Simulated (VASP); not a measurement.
The system is LiF.

```xyz
2
Lattice="2.5163 -0.0043 0.0000 -0.0043 2.5163 0.0000 0.0000 0.0000 2.5163" Properties=species:S:1:pos:R:3 pbc="T T T"
Li    0.0000    0.0000    0.0000
F     1.2560    1.2560    1.2581
```

This cell differs from its parent crystal: shear xy strain -0.3%.

Base run:

| Property | Result |
| --- | --- |
| Program | VASP 6.6.1 |
| Functional | PBE |
| Potentials or basis | VASP PAW PBE potentials, release 64 (Li_sv, F) |
| Cutoff | 520 eV |
| k mesh | 10 × 10 × 10 |
| Occupations | fermi-dirac, width 0.02 eV |
| Spin | no spin polarisation |

Its results: band gap on the k mesh 7.95 eV (least direct gap 8.66 eV).

Task: The run is repeated on the same cell with these changes: functional from PBE to r2SCAN; occupations from fermi-dirac, width 0.02 eV to gaussian, width 0.01 eV. What comes out?

Result: Band gap on the k mesh 9.12 eV (least direct gap 9.85 eV).

A k mesh can miss the band edges.
